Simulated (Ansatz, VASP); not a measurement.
This is a calculation of BAs for VASP 6.6.1.

File POSCAR:

```
BAs
1.0
    2.9343700000      0.0000000000      0.0000000000
    0.0000000000      2.9343700000      0.0000000000
    0.0000000000      0.0000000000      2.9343700000
B As
1 1
Direct
    0.5000000000      0.5000000000      0.5000000000
    0.0000000000      0.0000000000      0.0000000000
```

INCAR.step1

```
PREC     = Accurate       # precision mode
ENCUT    = 600            # plane-wave cutoff, eV
EDIFF    = 1E-5           # SCF threshold, eV
ISMEAR   = -1             # smearing method
SIGMA    = 0.05           # smearing width, eV
LREAL    = False          # projectors in reciprocal space
LASPH    = True           # aspherical terms in the spheres
NELM     = 80             # most SCF steps
ALGO     = Normal         # electronic algorithm
LWAVE    = True           # write WAVECAR
LCHARG   = False          # write CHGCAR
GGA      = PE             # functional
NBANDS   = 11             # bands
```

The input INCAR.step2:

```
PREC     = Accurate       # precision mode
ENCUT    = 600            # plane-wave cutoff, eV
EDIFF    = 1E-6           # SCF threshold, eV
ISMEAR   = -1             # smearing method
SIGMA    = 0.05           # smearing width, eV
LREAL    = False          # projectors in reciprocal space
LASPH    = True           # aspherical terms in the spheres
NELM     = 80             # most SCF steps
ALGO     = Normal         # electronic algorithm
ISIF     = 3              # what is computed and relaxed
LWAVE    = False          # write WAVECAR
LCHARG   = False          # write CHGCAR
GGA      = B3             # functional
LHFCALC  = True           # exact exchange
AEXX     = 0.2            # exact-exchange fraction
AGGAX    = 0.72         
AGGAC    = 0.81         
ALDAC    = 0.19         
PRECFOCK = Normal       
IBRION   = 2              # ionic algorithm
NSW      = 60             # ionic steps
EDIFFG   = -0.01          # ionic threshold
ISTART   = 1
```

KPOINTS

```
Automatic mesh
0
Gamma
  5 5 5
```

Potentials or basis: VASP PAW PBE potentials, release 64 (B, As).

The run is started by

```sh
$ cat potpaw_PBE.64/B/POTCAR potpaw_PBE.64/As/POTCAR > POTCAR
$ cp INCAR.step1 INCAR
$ mpirun -np 1 vasp_std > vasp.out
$ cp INCAR.step2 INCAR
$ mpirun -np 1 vasp_std > vasp.out
```

Question: Translate it to Ansatz 0.2.0. Potentials there: Ansatz PAW.

Answer: As run (the cutoff follows the program's own potentials):

File input:

```
crystal:
  lattice:
    - [2.93437, 0.0, 0.0]
    - [0.0, 2.93437, 0.0]
    - [0.0, 0.0, 2.93437]
  atoms:
    - { symbol: B, position: [0.5, 0.5, 0.5] }
    - { symbol: As, position: [0.0, 0.0, 0.0] }
hamiltonian:
  xc: b3lyp
  pseudopotentials: { kind: paw }
kpoints:
  mp_grid: { grid: [5, 5, 5] }
scf:
  occupations: { method: fermi_dirac, width: 0.05 }
output:
  forces: true
  stress: true
  eigenvalues: true
relax:
  f_tol: 0.01
  max_steps: 40
  cell: { stress_tol: 0.05 }
```

Both were run:

|  | VASP | Ansatz | Ansatz less VASP |
| --- | --- | --- | --- |
| gap on the k mesh at the Fermi level, each at its own relaxed structure (eV) | none | none | - |
| relaxed volume (Å³/atom) | 12.88 | 12.89 | +0.010 |
| relaxed cell length with the largest relative difference (Å) | 2.953 | 2.954 | +0.0008 |

VASP's potentials were made for PBE, not for B3LYP. A gap of «none» marks a metal or a gap that the smearing closes. VASP's potentials hold 8 valence electrons a cell and Ansatz's 18, so a difference there can come from the potentials and not from the codes.

The k mesh is coarse, so the values compare programs but aren't converged. Noted on Ansatz's run: the plane-wave basis is chosen anew once the cell has moved, so the energies of steps on either side of that aren't comparable.
